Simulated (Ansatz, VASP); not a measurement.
## Two plane-wave programs on Al2Pt

```
Al Pt
1.0
     2.73509    0.00000    0.00000
    -1.36755    2.36866    0.00000
     0.00000    0.00000    8.16995
Al Pt
2 1
Direct
  0.00000 0.00000 0.68460
  0.00000 0.00000 0.31540
  0.00000 0.00000 0.00000
```

Alike in both runs: functional PBE; k mesh 7 × 7 × 3; occupations gaussian, width 0.2 eV; no spin polarisation.

Ansatz relaxed the structure, and its values are those at the end. VASP's run is a single point on that final structure, the one shown.

|  | VASP | Ansatz |
| --- | --- | --- |
| version | VASP 6.6.1 | Ansatz 0.2.0 |
| potentials or method | VASP PAW PBE potentials, release 64 (Al, Pt), cutoff 520 eV | scalar-relativistic, plane waves, PAW |
| valence electrons in the cell | 16 | 24 |

VASP gave:

| Property | Result |
| --- | --- |
| gap on the k mesh at the Fermi level (eV) | none |
| pressure (GPa) | 0.3 |
| rms of the force components (eV/Å) | 0.018 |

What did Ansatz give for the same quantities?

gap on the k mesh at the Fermi level (eV): none; pressure (GPa): 0.5; rms of the force components (eV/Å): 0.016.

A gap of «none» marks a metal or a gap that the smearing closes. The functional is the same, so the differences come from potentials, cutoffs and numerics. VASP's potentials hold 16 valence electrons a cell and Ansatz's 24, so a difference there can come from the potentials and not from the codes.

The k mesh is coarse, so the values compare programs but aren't converged. Spin-orbit coupling is off throughout.
